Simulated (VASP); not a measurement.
## SrPb2: single point with PBE

Crystal: SrPb2.

```
Sr Pb
1.0
     0.00000    4.75579    4.75579
     4.75579    0.00000    4.75579
     4.75579    4.75579    0.00000
Sr Pb
2 4
Direct
  0.00000 0.00000 0.00000
  0.25000 0.25000 0.25000
  0.62500 0.62500 0.62500
  0.12500 0.62500 0.62500
  0.62500 0.62500 0.12500
  0.62500 0.12500 0.62500
```

```
Program                : VASP 6.6.1
Task                   : single point
Functional             : PBE
Potentials or basis    : VASP PAW PBE potentials, release 64 (Sr_sv, Pb_d)
Cutoff                 : 520 eV
k mesh                 : 4 × 4 × 4
Occupations            : gaussian, width 0.1 eV
Spin                   : no spin polarisation
Dipole correction      : no
Further INCAR settings : ALGO = Normal; EDIFF = 1e-06; NBANDS = 47
```

* Pressure: 0.1 GPa
* Band gap on the k mesh: zero (bands 38 and 39 overlap by 0.24 eV)

Levels at points of the mesh, in eV from the Fermi level:
| k point | band 36 | band 37 | band 38 | band 39 | band 40 | band 41 |
| --- | --- | --- | --- | --- | --- | --- |
| (0.00, 0.00, 0.00) | -2.53 | -1.73 | -1.73 | -0.14 | 1.74 | 1.74 |
| (0.50, 0.00, 0.00) | -0.64 | -0.16 | -0.16 | -0.01 | -0.01 | 0.47 |
| (0.50, 0.50, 0.00) | -0.22 | 0.10 | 0.10 | 0.23 | 0.23 | 0.62 |

Wall time 110 s on 1 thread of Intel Xeon 8259CL, on a shared host, peak memory 0.37 GiB.

Caveat: spin-orbit coupling is left out, which moves the levels of the heavy elements.
